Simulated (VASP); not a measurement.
Input of a VASP 6.6.1 run:

Contents of INCAR:

```
SYSTEM = Lu
ALGO = Normal ; EDIFF = 1E-6
ENCUT = 520 ; GGA = PE
ISIF = 2 ; ISMEAR = -1
LASPH = .TRUE. ; LCHARG = .FALSE.
LREAL = .FALSE. ; LWAVE = .FALSE.
NBANDS = 18 ; NELM = 60
PREC = Accurate ; SIGMA = 0.05
```

The input KPOINTS:

```
k-points
0
G
  17 17 15
  0 0 0
```

The input POSCAR:

```
Lu
1.0
    2.6057497699      0.0000000000      0.0000000000
   -1.3028748850      2.2566454967      0.0000000000
    0.0000000000      0.0000000000      2.4917486549
Lu
1
Direct
    0.0000000000      0.0000000000      0.0000000000
```

Potentials or basis: VASP PAW PBE potentials, release 64 (Lu).

The run is started by

```bash
$ cat potpaw_PBE.64/Lu/POTCAR > POTCAR
$ mpirun -np 1 vasp_std > vasp.out
```

(1) What does it give for the pressure?

(2) What does it give for the band gap on the k mesh?

## Answers

(1) 102.8 GPa.

(2) zero (an odd number of electrons rules out a gap without spin polarisation).

Caveat: the cell stands under pressure; spin-orbit coupling is left out, which moves the levels of the heavy elements.
